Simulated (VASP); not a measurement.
# Lu (Im-3m) in VASP: relaxation of cell and atoms with PBE

Aim: the relaxation of cell and atoms of Lu with PBE.

Program: VASP 6.6.1. These are calculated values, not measurements. Logs are shortened: lines on timing, memory, paths and dates and some standing lists are left out, and cuts for length are marked.

## Step 1: The cell of the first run

It takes space group Im-3m (No. 229, cubic). Conventional cell: a = 3.739 Å, b = 3.739 Å, c = 3.739 Å, α = 90.00°, β = 90.00°, γ = 90.00°. Lu (site symmetry m-3m) has 14 Lu at 3.24 to 3.74 Å within 4.3 Å.

This isn't the form of Lu at room conditions, which is hcp.

## Step 2: Relaxation of cell and atoms, PBE, target pressure 6.6 GPa, at which the enthalpy is minimised

Input file INCAR:

```
SYSTEM = Lu
PREC = Accurate
ENCUT = 600
EDIFF = 1E-6
ISMEAR = -1
SIGMA = 0.05
LREAL = .FALSE.
LASPH = .TRUE.
NELM = 100
ALGO = Normal
ISIF = 3
LWAVE = .FALSE.
LCHARG = .FALSE.
GGA = PE
IBRION = 2
NSW = 32
EDIFFG = -0.005
PSTRESS = 66.0
```

Input file KPOINTS:

```
regular mesh
0
G
  15 15 15
  0 0 0
```

Input file POSCAR:

```
Lu
1.0
   -1.8695497684      1.8695497684      1.8695497684
    1.8695497684     -1.8695497684      1.8695497684
    1.8695497684      1.8695497684     -1.8695497684
Lu
1
Direct
    0.0000000000      0.0000000000      0.0000000000
```

Potentials or basis: VASP PAW PBE potentials, release 64 (Lu).

Started as:

```bash
> cat potpaw_PBE.64/Lu/POTCAR > POTCAR
> mpirun -np 1 vasp_std > vasp.out
```

OUTCAR:

```text
SYSTEM = Lu
   PREC = Accurate
   ENCUT = 600
   EDIFF = 1E-6
   ISMEAR = -1
   LREAL = .FALSE.
   LASPH = .TRUE.
   NELM = 100
   ISIF = 3
   GGA = PE
   IBRION = 2
   NSW = 32
   EDIFFG = -0.005
   PSTRESS = 66.0

 ion  position               nearest neighbor table
   1  0.000  0.000  0.000-

  LATTYP: Found a body centered cubic cell.
 ALAT       =     3.7390995368

  Lattice vectors:

 A1 = (  -1.8695497684,   1.8695497684,   1.8695497684)
 A2 = (   1.8695497684,  -1.8695497684,   1.8695497684)
 A3 = (   1.8695497684,   1.8695497684,  -1.8695497684)

Analysis of symmetry for initial positions (statically):
=====================================================================
 Subroutine PRICEL returns:
 Original cell was already a primitive cell.

 Routine SETGRP: Setting up the symmetry group for a
 body centered cubic supercell.

 Subroutine GETGRP returns: Found 48 space group operations
 (whereof 48 operations were pure point group operations)
 out of a pool of 48 trial point group operations.

The static configuration has the point symmetry O_h .

Analysis of symmetry for dynamics (positions and initial velocities):
=====================================================================
 Subroutine PRICEL returns:
 Original cell was already a primitive cell.

 Routine SETGRP: Setting up the symmetry group for a
 body centered cubic supercell.

 Subroutine GETGRP returns: Found 48 space group operations
 (whereof 48 operations were pure point group operations)
 out of a pool of 48 trial point group operations.

The dynamic configuration has the point symmetry O_h .

 Subroutine INISYM returns: Found 48 space group operations
 (whereof 48 operations are pure point group operations),
 and found     1 'primitive' translations

----------------------------------------------------------------------------------------

                                     Primitive cell

  volume of cell :      26.1379

  direct lattice vectors                    reciprocal lattice vectors
    -1.869549768  1.869549768  1.869549768     0.000000000  0.267444070  0.267444070
     1.869549768 -1.869549768  1.869549768     0.267444070  0.000000000  0.267444070
     1.869549768  1.869549768 -1.869549768     0.267444070  0.267444070  0.000000000

  length of vectors
     3.238155186  3.238155186  3.238155186     0.378223032  0.378223032  0.378223032

  position of ions in fractional coordinates (direct lattice)
     0.000000000  0.000000000  0.000000000

  ion indices of the primitive-cell ions
   primitive index   ion index
                 1           1

----------------------------------------------------------------------------------------

 KPOINTS: regular mesh

Automatic generation of k-mesh.
 Grid dimensions read from file:
 generate k-points for:   15   15   15

 Generating k-lattice:

  Cartesian coordinates                     Fractional coordinates (reciprocal lattice)
     0.000000000  0.017829605  0.017829605     0.066666667  0.000000000  0.000000000
     0.017829605  0.000000000  0.017829605     0.000000000  0.066666667  0.000000000
     0.017829605  0.017829605  0.000000000     0.000000000  0.000000000  0.066666667

  Length of vectors
     0.025214869  0.025214869  0.025214869

  Shift w.r.t. Gamma in fractional coordinates (k-lattice)
     0.000000000  0.000000000  0.000000000

 Subroutine IBZKPT returns following result:
 ===========================================

 Found    120 irreducible k-points:

 Following reciprocal coordinates:
            Coordinates               Weight
  0.000000  0.000000  0.000000      1.000000
  0.066667  0.000000  0.000000     12.000000
  0.133333  0.000000  0.000000     12.000000
  0.200000  0.000000  0.000000     12.000000
  0.266667  0.000000  0.000000     12.000000
  0.333333  0.000000  0.000000     12.000000
[... 16 lines left out ...]
  0.333333  0.200000  0.000000     48.000000
  0.400000  0.200000  0.000000     24.000000
 [... further k-points ...]
   k-points           NKPTS =    120   k-points in BZ     NKDIM =    120   number of bands    NBANDS=     16
   number of dos      NEDOS =    301   number of ions     NIONS =      1
   total plane-waves  NPLWV =  21952
   dimension x,y,z NGX =    28 NGY =   28 NGZ =   28
   dimension x,y,z NGXF=    56 NGYF=   56 NGZF=   56
   ions per type =               1
   NGX,Y,Z   is equivalent  to a cutoff of  14.38, 14.38, 14.38 a.u.
   NGXF,Y,Z  is equivalent  to a cutoff of  28.75, 28.75, 28.75 a.u.
 SYSTEM =  Lu
   PREC   = accura    normal or accurate (medium, high low for compatibility)
   ISTART =      0    job   : 0-new  1-cont  2-samecut
   ICHARG =      2    charge: 1-file 2-atom 10-const
   ISPIN  =      1    spin polarized calculation?
   LNONCOLLINEAR =      F non collinear calculations
   LSORBIT =      F    spin-orbit coupling
   LASPH  =      T    aspherical Exc in radial PAW
   ENCUT  =  600.0 eV  44.10 Ry    6.64 a.u.   6.47  6.47  6.47*2*pi/ulx,y,z
   NELM   =    100;   NELMIN=  2; NELMDL= -5     # of ELM steps
   EDIFF  = 0.1E-05   stopping-criterion for ELM
   LREAL  =      F    real-space projection
   EDIFFG = -.5E-02   stopping-criterion for IOM
   NSW    =     32    number of steps for IOM
   IBRION =      2    ionic relax: 0-MD 1-quasi-New 2-CG
   NFREE  =      1    steps in history (QN), initial steepest desc. (CG)
   ISIF   =      3    stress and relaxation
   ISYM   =      2    0-nonsym 1-usesym 2-fastsym
   POTIM  = 0.5000    time-step for ionic-motion
   TEBEG  =    0.0;   TEEND  =   0.0 temperature during run
   PSTRESS=   66.0 pullay stress
   NELECT =      25.0000    total number of electrons
   NUPDOWN=      -1.0000    fix difference up-down
   EMIN   =  10.00;   EMAX   =-10.00  energy-range for DOS
   EFERMI =   0.00;   METHOD = LEGACY
   ISMEAR =    -1;   SIGMA  =   0.05  broadening in eV -4-tet -1-fermi 0-gaus
   EFERMI_NEDOS =   21; number of points for ismear=-14 and -15
   IALGO  =     38    algorithm
   IMIX   =      4    mixing-type and parameters
     AMIX     =   0.40;   BMIX     =  1.00
     AMIX_MAG =   1.60;   BMIX_MAG =  1.00
  volume/ion in A,a.u.               =      26.14       176.39
  Fermi-wavevector in a.u.,A,eV,Ry     =   1.612988  3.048105 35.398690  2.601730
  Thomas-Fermi vector in A             =   2.708130
   LORBIT       =      0    0 simple, 1 ext, 2 COOP (PROOUT), +10 PAW based schemes
   GGA     = PE    functional components
   LHFCALC =     F    Hartree Fock is set to
   AEXX    =    0.0000 exact exchange contribution
   IVDW    =     0    specifies the selected vdW correction
   LEPSILON=     F    determine dielectric tensor
   LRPA    =     F    only Hartree local field effects (RPA)
 conjugate gradient relaxation of ions
 non-spin polarized calculation
  energy-cutoff  :      600.00
  volume of cell :       26.14
 maximum number of plane-waves:       911
 NGX is ok and might be reduce to    28
   NGX = 13   NGY = 13   NGZ = 13

--------------------------------------- Ionic step        1  -------------------------------------------

 number of electron      24.9999994 magnetization

 Free energy of the ion-electron system (eV)
  ---------------------------------------------------
  ext. energy  EPLUGINS =         0.00000000
  ---------------------------------------------------
  free energy    TOTEN  =        -4.31931634 eV

  energy without entropy =       -4.30167740  energy(sigma->0) =       -4.31049687

------------------------ aborting loop because EDIFF is reached ----------------------------------------

  FORCE on cell =-STRESS in cart. coord.  units (eV):
  Direction    XX          YY          ZZ          XY          YZ          ZX
  --------------------------------------------------------------------------------------
  -------------------------------------------------------------------------------------
  Total        1.1158565      1.1158565      1.1158565      0.0000000     -0.0000000      0.0000000
  in kB       68.3986985     68.3986985     68.3986985      0.0000000     -0.0000000      0.0000000
  external PRESSURE =       2.3986985 kB  Pullay stress =      66.0000000 kB

 VOLUME and BASIS-vectors are now :
 -----------------------------------------------------------------------------
  energy-cutoff  :      600.00
  volume of cell :       26.14
      direct lattice vectors                 reciprocal lattice vectors
    -1.869549768  1.869549768  1.869549768     0.000000000  0.267444070  0.267444070
     1.869549768 -1.869549768  1.869549768     0.267444070  0.000000000  0.267444070
     1.869549768  1.869549768 -1.869549768     0.267444070  0.267444070  0.000000000
[... 81 lines left out ...]
  FREE ENERGIE OF THE ION-ELECTRON SYSTEM (eV)
  ---------------------------------------------------
  free  energy   TOTEN  =        -4.3244943955 eV

  energy  without entropy=       -4.3068411781  energy(sigma->0) =       -4.31566779

  enthalpy is  TOTEN    =        -3.2426924631 eV   P V=        1.0818019324

--------------------------------------- Ionic step        4  -------------------------------------------

 number of electron      24.9999995 magnetization

 Free energy of the ion-electron system (eV)
  ---------------------------------------------------
  ext. energy  EPLUGINS =         0.00000000
  ---------------------------------------------------
  free energy    TOTEN  =        -4.32339341 eV

  energy without entropy =       -4.30574368  energy(sigma->0) =       -4.31456854

 E-fermi :   2.8225     XC(G=0): -11.1810

 val. band max:        2.8071536458   @ k =   0.2667   0.1333   0.1333
 cond. band min:       2.8286225710   @ k =   0.2000   0.2000   0.0667
 fundamental gap:      0.0214689252
 Fermi energy:         2.8225443274

 k-point     1 :       0.0000    0.0000    0.0000
  band No.  band energies     occupation
      1     -53.3680      2.00000
      2     -23.7102      2.00000
      3     -23.7102      2.00000
      4     -23.7102      2.00000
      5      -3.6277      2.00000
      6      -2.1949      2.00000
[... 8 lines left out ...]
     15       5.0495      0.00000
     16       7.5264      0.00000
[... 419 lines left out ...]
 k-point    24 :       0.4000    0.2000    0.0000
  band No.  band energies     occupation
      1     -53.3119      2.00000
      2     -24.3270      2.00000
      3     -24.0357      2.00000
      4     -23.7812      2.00000
      5      -2.1717      2.00000
      6      -2.1636      2.00000
[... 8 lines left out ...]
     15       7.2197      0.00000
     16       8.4333      0.00000

 [... further k-points ...]
[... 5 lines left out ...]
  --------------------------------------------------------------------------------------
  -------------------------------------------------------------------------------------
  Total        1.0811175      1.0811175      1.0811175     -0.0000000     -0.0000000      0.0000000
  in kB       66.0253086     66.0253086     66.0253086     -0.0000000     -0.0000000      0.0000000
  external PRESSURE =       0.0253086 kB  Pullay stress =      66.0000000 kB

 VOLUME and BASIS-vectors are now :
 -----------------------------------------------------------------------------
  energy-cutoff  :      600.00
  volume of cell :       26.23
      direct lattice vectors                 reciprocal lattice vectors
    -1.871849880  1.871849880  1.871849880     0.000000000  0.267115438  0.267115438
     1.871849880 -1.871849880  1.871849880     0.267115438  0.000000000  0.267115438
     1.871849880  1.871849880 -1.871849880     0.267115438  0.267115438  0.000000000

 POSITION                                       TOTAL-FORCE (eV/Angst)
 -----------------------------------------------------------------------------------
      0.00000      0.00000     -0.00000        -0.000000      0.000000     -0.000000
 -----------------------------------------------------------------------------------
    total drift:                                0.000000     -0.000000     -0.000000

  FREE ENERGIE OF THE ION-ELECTRON SYSTEM (eV)
  ---------------------------------------------------
  free  energy   TOTEN  =        -4.3233934051 eV

  energy  without entropy=       -4.3057436819  energy(sigma->0) =       -4.31456854

  enthalpy is  TOTEN    =        -3.2426903183 eV   P V=        1.0807030868

 reached required accuracy - stopping structural energy minimisation
```

Run time: 4.6 min. Hardware: 1 thread of Oxide Virtual Turin-like, shared host; peak memory 0.19 GiB.

What came out:

```
Free energy                                                : -4.3234 eV
Relaxed volume                                             : 26.23 Å³/atom
Relaxed cell                                               : a = 3.242 Å, b = 3.242 Å, c = 3.242 Å, α = 109.47°, β = 109.47°, γ = 109.47°
Space group after relaxing (to 0.1 Å)                      : Im-3m (No. 229)
Energy change on relaxing (the run minimises the enthalpy) : -4.1 meV/atom
Ionic steps                                                : 4
Pressure after relaxing                                    : 6.6 GPa
Band gap on the k mesh                                     : zero (an odd number of electrons rules out a gap without spin polarisation)
```

The path:
```csv
step,energy change (eV),largest force (eV/Å),pressure (GPa),volume (Å³)
1,0.0000,0.0000,6.84,26.14
2,-0.0062,0.0000,6.54,26.29
3,-0.0052,0.0000,6.53,26.26
4,-0.0041,0.0000,6.60,26.23
```

Final structure:
```
Lu
1.0
    -1.87185    1.87185    1.87185
     1.87185   -1.87185    1.87185
     1.87185    1.87185   -1.87185
Lu
1
Direct
  0.00000 0.00000 0.00000
```

Caveat: the cell is relaxed towards a set pressure, so the run minimises the enthalpy, not the energy; spin-orbit coupling is left out, which moves the levels of the heavy elements.
